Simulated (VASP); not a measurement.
A run of VASP 6.6.1 is set up as follows.

POSCAR

```
C
1.0
    2.3949437677      0.0000000000      0.0000000000
   -1.1974718839      2.0740821435      0.0000000000
    0.0000000000      0.0000000000      2.7316519113
C
2
Direct
    0.3333333333      0.6666666667      0.0000000000
    0.6666666667      0.3333333333      0.0000000000
```

Contents of INCAR.step1:

```
  PREC = Accurate
  ENCUT = 520
  ISMEAR = 0
  SIGMA = 0.1
  LREAL = False
  LASPH = True
  NELM = 100
  NBANDS = 11
  GGA = PE
  ALGO = Normal
  EDIFF = 1E-4
  LWAVE = True
  LCHARG = False
```

INCAR.step2

```
  PREC = Accurate
  ENCUT = 520
  EDIFF = 1E-6
  ISMEAR = 0
  SIGMA = 0.1
  LREAL = False
  LASPH = True
  NELM = 100
  ALGO = Normal
  ISIF = 2
  LWAVE = False
  LCHARG = False
  METAGGA = R2SCAN
  LMIXTAU = True
  NBANDS = 11
  ISTART = 1
```

The input KPOINTS:

```
regular mesh
0
Gamma
  24 24 14
```

Potentials or basis: VASP PAW PBE potentials, release 64 (C).

The run is started by

```sh
$ cat potpaw_PBE.64/C/POTCAR > POTCAR
$ cp INCAR.step1 INCAR
$ mpirun -np 1 vasp_std > vasp.out
$ cp INCAR.step2 INCAR
$ mpirun -np 1 vasp_std > vasp.out
```

(1) Predict the pressure.

(2) Predict the band gap on the k mesh.

Results:

(1) 40.9 GPa.

(2) zero (bands 4 and 5 overlap by 4.03 eV).

Caveat: the cell stands under pressure; the PAW data sets were made with another functional, which shifts forces and pressure a little.
